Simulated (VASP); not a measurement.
# GaCuSe2 (I-42d) in VASP: a series of runs

The runs below take GaCuSe2 through single point, with PBE, r2SCAN.

All numbers are computed with VASP 6.6.1; they aren't measurements. Logs are shortened: lines on timing, memory, paths and dates and some standing lists are left out, and cuts for length are marked.

### 1 The cell of the first run

Symmetry: I-42d, No. 122, tetragonal system. Conventional cell: a = 5.673 Å, b = 5.673 Å, c = 11.260 Å, α = 90.00°, β = 90.00°, γ = 90.00°. Within 3.2 Å of Cu (site symmetry -4) lie 4 Se at 2.43 Å. Se (site symmetry 2) has 2 Cu at 2.43 Å and 2 Ga at 2.47 Å within 3.2 Å. Within 3.3 Å of Ga (site symmetry -4) lie 4 Se at 2.47 Å.

### 2 Single point, PBE

Contents of INCAR:

```
SYSTEM = GaCuSe2
PREC = Accurate
ENCUT = 520
EDIFF = 1E-6
ISMEAR = 0
SIGMA = 0.01
LREAL = .False.
LASPH = .True.
NELM = 80
ALGO = Normal
ISIF = 2
LWAVE = .False.
LCHARG = .True.
GGA = PE
LELF = .True.
LVHAR = .True.
NBANDS = 46
```

Contents of KPOINTS:

```
regular mesh
0
Gamma
  6 6 6
  0 0 0
```

Contents of POSCAR:

```
GaCuSe2
1.0
   -2.8362712112      2.8362712112      5.6301817486
    2.8362712112     -2.8362712112      5.6301817486
    2.8362712112      2.8362712112     -5.6301817486
Cu Se Ga
2 4 2
Direct
    0.0000000000      0.0000000000      0.0000000000
    0.7500000000      0.2500000000      0.5000000000
    0.3750000000      0.3688081662      0.4938081662
    0.1188081662      0.6250000000     -0.0061918338
    0.8750000000      0.8811918338      0.5061918338
    0.6311918338      0.1250000000      0.0061918338
    0.5000000000      0.5000000000      0.0000000000
    0.2500000000      0.7500000000      0.5000000000
```

Potentials or basis: VASP PAW PBE potentials, release 64 (Cu, Se, Ga_d).

On the command line:

```bash
$ cat potpaw_PBE.64/Cu/POTCAR potpaw_PBE.64/Se/POTCAR potpaw_PBE.64/Ga_d/POTCAR > POTCAR
$ mpirun -np 1 vasp_std > vasp.out
```

OUTCAR:

```text
SYSTEM = GaCuSe2
   PREC = Accurate
   ENCUT = 520
   EDIFF = 1E-6
   ISMEAR = 0
   LREAL = .False.
   LASPH = .True.
   NELM = 80
   ISIF = 2
   GGA = PE

 ion  position               nearest neighbor table
   1  0.000  0.000  0.000-   4 2.43   5 2.43   6 2.43   3 2.43
   2  0.750  0.250  0.500-   3 2.43   5 2.43   6 2.43   4 2.43
   3  0.375  0.369  0.494-   2 2.43   1 2.43   7 2.47   8 2.47
   4  0.119  0.625  0.994-   1 2.43   2 2.43   8 2.47   7 2.47
   5  0.875  0.881  0.506-   1 2.43   2 2.43   7 2.47   8 2.47
   6  0.631  0.125  0.006-   1 2.43   2 2.43   8 2.47   7 2.47
   7  0.500  0.500  0.000-   5 2.47   4 2.47   3 2.47   6 2.47
   8  0.250  0.750  0.500-   6 2.47   3 2.47   4 2.47   5 2.47

  LATTYP: Found a body centered tetragonal cell.
 ALAT       =     5.6725424224
 C/A-ratio  =     1.9850646604

  Lattice vectors:

 A1 = (  -2.8362712112,   2.8362712112,   5.6301817486)
 A2 = (   2.8362712112,  -2.8362712112,   5.6301817486)
 A3 = (   2.8362712112,   2.8362712112,  -5.6301817486)

Analysis of symmetry for initial positions (statically):
=====================================================================
 Subroutine PRICEL returns:
 Original cell was already a primitive cell.

 Routine SETGRP: Setting up the symmetry group for a
 body centered tetragonal supercell.

 Subroutine GETGRP returns: Found  8 space group operations
 (whereof  4 operations were pure point group operations)
 out of a pool of 16 trial point group operations.

The static configuration has the point symmetry S_4 .
 The point group associated with its full space group is D_2d.

Analysis of symmetry for dynamics (positions and initial velocities):
=====================================================================
 Subroutine PRICEL returns:
 Original cell was already a primitive cell.

 Routine SETGRP: Setting up the symmetry group for a
 body centered tetragonal supercell.

 Subroutine GETGRP returns: Found  8 space group operations
 (whereof  4 operations were pure point group operations)
 out of a pool of 16 trial point group operations.

The dynamic configuration has the point symmetry S_4 .
 The point group associated with its full space group is D_2d.

 Subroutine INISYM returns: Found  8 space group operations
 (whereof  4 operations are pure point group operations),
 and found     1 'primitive' translations

----------------------------------------------------------------------------------------

                                     Primitive cell

  volume of cell :     181.1665

  direct lattice vectors                    reciprocal lattice vectors
    -2.836271211  2.836271211  5.630181749     0.000000000  0.176287796  0.088807080
     2.836271211 -2.836271211  5.630181749     0.176287796  0.000000000  0.088807080
     2.836271211  2.836271211 -5.630181749     0.176287796  0.176287796  0.000000000

  length of vectors
     6.912873157  6.912873157  6.912873157     0.197393223  0.197393223  0.249308592

  position of ions in fractional coordinates (direct lattice)
     0.000000000  0.000000000  0.000000000
     0.750000000  0.250000000  0.500000000
     0.375000000  0.368808166  0.493808166
     0.118808166  0.625000000  0.993808166
     0.875000000  0.881191834  0.506191834
     0.631191834  0.125000000  0.006191834
     0.500000000  0.500000000  0.000000000
     0.250000000  0.750000000  0.500000000

  ion indices of the primitive-cell ions
   primitive index   ion index
                 1           1
                 2           2
                 3           3
                 4           4
                 5           5
                 6           6
                 7           7
                 8           8

----------------------------------------------------------------------------------------

 KPOINTS: regular mesh

Automatic generation of k-mesh.
 Grid dimensions read from file:
 generate k-points for:    6    6    6

 Generating k-lattice:

  Cartesian coordinates                     Fractional coordinates (reciprocal lattice)
     0.000000000  0.029381299  0.014801180     0.166666667  0.000000000  0.000000000
     0.029381299  0.000000000  0.014801180     0.000000000  0.166666667  0.000000000
     0.029381299  0.029381299  0.000000000     0.000000000  0.000000000  0.166666667

  Length of vectors
     0.032898870  0.032898870  0.041551432

  Shift w.r.t. Gamma in fractional coordinates (k-lattice)
     0.000000000  0.000000000  0.000000000

 Subroutine IBZKPT returns following result:
 ===========================================

 Found     30 irreducible k-points:

 Following reciprocal coordinates:
            Coordinates               Weight
  0.000000  0.000000  0.000000      1.000000
  0.166667  0.000000  0.000000      8.000000
  0.333333  0.000000 -0.000000      8.000000
  0.500000 -0.000000  0.000000      4.000000
  0.166667  0.166667  0.000000      8.000000
  0.333333  0.166667 -0.000000     16.000000
[... 16 lines left out ...]
 -0.333333 -0.333333  0.166667      8.000000
 -0.166667 -0.333333  0.166667      8.000000
 [... further k-points ...]
   k-points           NKPTS =     30   k-points in BZ     NKDIM =     30   number of bands    NBANDS=     46
   number of dos      NEDOS =    301   number of ions     NIONS =      8
   total plane-waves  NPLWV = 157464
   dimension x,y,z NGX =    54 NGY =   54 NGZ =   54
   dimension x,y,z NGXF=   108 NGYF=  108 NGZF=  108
   ions per type =               2   4   2
   NGX,Y,Z   is equivalent  to a cutoff of  12.99, 12.99, 12.99 a.u.
   NGXF,Y,Z  is equivalent  to a cutoff of  25.97, 25.97, 25.97 a.u.
 SYSTEM =  GaCuSe2
   PREC   = accura    normal or accurate (medium, high low for compatibility)
   ISTART =      0    job   : 0-new  1-cont  2-samecut
   ICHARG =      2    charge: 1-file 2-atom 10-const
   ISPIN  =      1    spin polarized calculation?
   LNONCOLLINEAR =      F non collinear calculations
   LSORBIT =      F    spin-orbit coupling
   LASPH  =      T    aspherical Exc in radial PAW
   ENCUT  =  520.0 eV  38.22 Ry    6.18 a.u.  12.85 12.85 12.85*2*pi/ulx,y,z
   NELM   =     80;   NELMIN=  2; NELMDL= -5     # of ELM steps
   EDIFF  = 0.1E-05   stopping-criterion for ELM
   LREAL  =      F    real-space projection
   EDIFFG = 0.1E-04   stopping-criterion for IOM
   NSW    =      0    number of steps for IOM
   IBRION =     -1    ionic relax: 0-MD 1-quasi-New 2-CG
   NFREE  =      0    steps in history (QN), initial steepest desc. (CG)
   ISIF   =      2    stress and relaxation
   ISYM   =      2    0-nonsym 1-usesym 2-fastsym
   POTIM  = 0.5000    time-step for ionic-motion
   TEBEG  =    0.0;   TEEND  =   0.0 temperature during run
   PSTRESS=    0.0 pullay stress
   NELECT =      72.0000    total number of electrons
   NUPDOWN=      -1.0000    fix difference up-down
   EMIN   =  10.00;   EMAX   =-10.00  energy-range for DOS
   EFERMI =   0.00;   METHOD = LEGACY
   ISMEAR =     0;   SIGMA  =   0.01  broadening in eV -4-tet -1-fermi 0-gaus
   EFERMI_NEDOS =   21; number of points for ismear=-14 and -15
   IALGO  =     38    algorithm
   IMIX   =      4    mixing-type and parameters
     AMIX     =   0.40;   BMIX     =  1.00
     AMIX_MAG =   1.60;   BMIX_MAG =  1.00
  volume/ion in A,a.u.               =      22.65       152.82
  Fermi-wavevector in a.u.,A,eV,Ry     =   1.203630  2.274531 19.711104  1.448725
  Thomas-Fermi vector in A             =   2.339378
   LORBIT       =      0    0 simple, 1 ext, 2 COOP (PROOUT), +10 PAW based schemes
   GGA     = PE    functional components
   LHFCALC =     F    Hartree Fock is set to
   AEXX    =    0.0000 exact exchange contribution
   IVDW    =     0    specifies the selected vdW correction
   LEPSILON=     F    determine dielectric tensor
   LRPA    =     F    only Hartree local field effects (RPA)
 non-spin polarized calculation
 Gauss-broadening in eV      SIGMA  =   0.01
  energy-cutoff  :      520.00
  volume of cell :      181.17
 maximum number of plane-waves:      4936
 NGX is ok and might be reduce to    54
   NGX = 25   NGY = 25   NGZ = 25

 number of electron      72.0000011 magnetization

 Free energy of the ion-electron system (eV)
  ---------------------------------------------------
  ext. energy  EPLUGINS =         0.00000000
  ---------------------------------------------------
  free energy    TOTEN  =       -31.12795605 eV

  energy without entropy =      -31.12791813  energy(sigma->0) =      -31.12793709

 E-fermi :   3.6743     XC(G=0):  -9.4507

 val. band max:        3.6686131648   @ k =   0.0000   0.0000   0.0000
 cond. band min:       3.6799316089   @ k =   0.0000   0.0000   0.0000
 fundamental gap:      0.0113184441
 Fermi energy:         3.6742723869

 k-point     1 :       0.0000    0.0000    0.0000
  band No.  band energies     occupation
      1     -11.7999      2.00000
      2     -11.7977      2.00000
      3     -11.7977      2.00000
      4     -11.6760      2.00000
      5     -11.6630      2.00000
      6     -11.6630      2.00000
[... 38 lines left out ...]
     45       8.4319      0.00000
     46       8.6628      0.00000

 k-point     2 :       0.1667    0.0000    0.0000
  band No.  band energies     occupation
      1     -11.8023      2.00000
      2     -11.7992      2.00000
      3     -11.7940      2.00000
      4     -11.6810      2.00000
      5     -11.6689      2.00000
      6     -11.6620      2.00000
[... 38 lines left out ...]
     45       8.5756      0.00000
     46       8.9895      0.00000

 k-point     3 :       0.3333    0.0000   -0.0000
  band No.  band energies     occupation
      1     -11.8082      2.00000
      2     -11.8020      2.00000
      3     -11.7839      2.00000
      4     -11.6981      2.00000
      5     -11.6727      2.00000
      6     -11.6603      2.00000
[... 1018 lines left out ...]
     45       9.1681      0.00000
     46       9.2334      0.00000

 k-point    24 :      -0.1667   -0.3333    0.1667
  band No.  band energies     occupation
      1     -11.8029      2.00000
      2     -11.8007      2.00000
      3     -11.7849      2.00000
      4     -11.7049      2.00000
      5     -11.6633      2.00000
      6     -11.6594      2.00000
[... 38 lines left out ...]
     45       8.7019      0.00000
     46       9.0150      0.00000

 [... further k-points ...]

------------------------ aborting loop because EDIFF is reached ----------------------------------------

  FORCE on cell =-STRESS in cart. coord.  units (eV):
  Direction    XX          YY          ZZ          XY          YZ          ZX
  --------------------------------------------------------------------------------------
  -------------------------------------------------------------------------------------
  Total        0.1867819      0.1867819      0.1866245      0.0000000      0.0000000      0.0000000
  in kB        1.6518378      1.6518378      1.6504463      0.0000000      0.0000000      0.0000000
  external PRESSURE =       1.6513740 kB  Pullay stress =       0.0000000 kB

 VOLUME and BASIS-vectors are now :
 -----------------------------------------------------------------------------
  energy-cutoff  :      520.00
  volume of cell :      181.17
      direct lattice vectors                 reciprocal lattice vectors
    -2.836271211  2.836271211  5.630181749     0.000000000  0.176287796  0.088807080
     2.836271211 -2.836271211  5.630181749     0.176287796  0.000000000  0.088807080
     2.836271211  2.836271211 -5.630181749     0.176287796  0.176287796  0.000000000

 POSITION                                       TOTAL-FORCE (eV/Angst)
 -----------------------------------------------------------------------------------
      0.00000      0.00000      0.00000         0.000000      0.000000     -0.000000
     -0.00000      2.83627      2.81509         0.000000     -0.000000     -0.000000
      1.38301      1.41814      1.40755         0.013982     -0.000000      0.000000
      4.25441      1.38301     -1.40755         0.000000      0.013982      0.000000
      1.45326      1.41814      7.03773        -0.013982      0.000000     -0.000000
     -1.41814      1.45326      4.22264         0.000000     -0.013982     -0.000000
      0.00000      0.00000      5.63018         0.000000     -0.000000      0.000000
      2.83627     -0.00000      2.81509         0.000000      0.000000     -0.000000
 -----------------------------------------------------------------------------------
    total drift:                               -0.000005     -0.000005     -0.000011

  FREE ENERGIE OF THE ION-ELECTRON SYSTEM (eV)
  ---------------------------------------------------
  free  energy   TOTEN  =       -31.1279560504 eV

  energy  without entropy=      -31.1279181267  energy(sigma->0) =      -31.12793709
```

It took 3.8 min on 1 thread of Intel Xeon 6975P-C (Granite Rapids), shared host; peak memory 0.53 GiB.

Results:

```
Free energy   : -31.1280 eV
Pressure      : 0.2 GPa
Largest force : 0.014 eV/Å
```

Forces on the atoms (eV/Å):
```
Cu   0.000  0.000  0.000
Cu   0.000  0.000  0.000
Se   0.014  0.000  0.000
Se   0.000  0.014  0.000
Se  -0.014  0.000  0.000
Se   0.000 -0.014  0.000
Ga   0.000  0.000  0.000
Ga   0.000  0.000  0.000
```

Levels at points of the mesh, in eV from the Fermi level:
```csv
k point,band 33,band 34,band 35,band 36,band 37,band 38,band 39,band 40
"(0.00, 0.00, 0.00)",-1.52,-0.10,-0.10,-0.01,0.01,1.97,2.10,3.90
"(0.50, 0.00, 0.00)",-1.30,-1.16,-1.09,-0.54,1.96,2.36,3.15,3.99
"(0.50, 0.50, 0.00)",-0.81,-0.81,-0.47,-0.47,0.98,0.98,3.29,3.29
"(0.50, 0.50, 0.50)",-1.16,-1.16,-0.87,-0.87,1.68,1.68,1.96,1.96
```

(Part 1 of 2 ends here.)
